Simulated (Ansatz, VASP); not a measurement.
H in VASP and in Ansatz

```
CELL_PARAMETERS angstrom
5.22612 0.00000 0.00000
-2.61306 4.52596 0.00000
0.00000 0.00000 0.97544
ATOMIC_POSITIONS crystal
H 0.33333 0.66667 0.25000
H 0.66667 0.33333 0.75000
```

Alike in both runs: functional r2SCAN; k mesh 6 × 6 × 22; occupations gaussian, width 0.02 eV; no spin polarisation.

Ansatz relaxed the structure, and its values are those at the end. VASP's run is a single point on that final structure, the one shown.

```csv
,VASP,Ansatz
version,VASP 6.6.1,Ansatz 0.2.0
potentials or method,"VASP PAW PBE potentials, release 64 (H), cutoff 520 eV","scalar-relativistic, plane waves, PAW"
valence electrons in the cell,2,2
```

VASP gave:

| Property | Result |
| --- | --- |
| pressure (GPa) | -0.1 |

Q: Estimate Ansatz's values.

A: Pressure (GPa): 0.0.

VASP's potentials were made for PBE, not for r2SCAN. With one functional, cell and mesh, what is left measures potentials, basis and numerics.
